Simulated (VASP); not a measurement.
Here is a VASP 6.6.1 calculation.

INCAR

```
SYSTEM = WSe2
PREC = Accurate
ENCUT = 520
EDIFF = 1E-6
ISMEAR = 0
SIGMA = 0.05
LREAL = .False.
LASPH = .True.
NELM = 100
ALGO = Normal
ISIF = 2
LWAVE = .False.
LCHARG = .True.
GGA = PS
LELF = .True.
LVHAR = .True.
NBANDS = 49
```

File KPOINTS:

```
Automatic mesh
0
Gamma
  12 12 1
  0 0 0
```

File POSCAR:

```
WSe2
1.0
    3.2709028869      0.0000000000      0.0000000000
   -1.6354514434      2.8326849934      0.0000000000
    0.0000000000      0.0000000000     29.1847510368
W Se
3 6
Direct
    0.6666666667      0.3333333333      0.0000000000
    0.3333333333      0.6666666667      0.7734441526
    0.3333333333      0.6666666667      0.2265558474
    0.3333333333      0.6666666667      0.0532572313
    0.6666666667      0.3333333333      0.8326322090
    0.6666666667      0.3333333333      0.2855980124
    0.3333333333      0.6666666667      0.9467427687
    0.6666666667      0.3333333333      0.7144019876
    0.6666666667      0.3333333333      0.1673677910
```

Potentials or basis: VASP PAW PBE potentials, release 64 (W_sv, Se).

Command:

```bash
$ cat potpaw_PBE.64/W_sv/POTCAR potpaw_PBE.64/Se/POTCAR > POTCAR
$ mpirun -np 1 vasp_std > vasp.out
```

Task: Estimate the band gap on the k mesh.

Result: 0.86 eV (least direct gap 1.01 eV).

Task: What does it give for the largest force?

Result: 2.580 eV/Å.

Forces on the atoms (eV/Å):
```
W    0.000  0.000  0.000
W    0.000  0.000  0.020
W    0.000  0.000 -0.020
Se   0.000  0.000  2.580
Se   0.000  0.000 -0.811
Se   0.000  0.000 -0.800
Se   0.000  0.000 -2.580
Se   0.000  0.000  0.800
Se   0.000  0.000  0.811
```

Caveat: the cell differs from its parent crystal (atoms displaced along a vibrational mode); there is no dipole correction, which matters where the two faces differ; the PAW data sets were made with another functional, which shifts forces and pressure a little; spin-orbit coupling is left out, which moves the levels of the heavy elements.
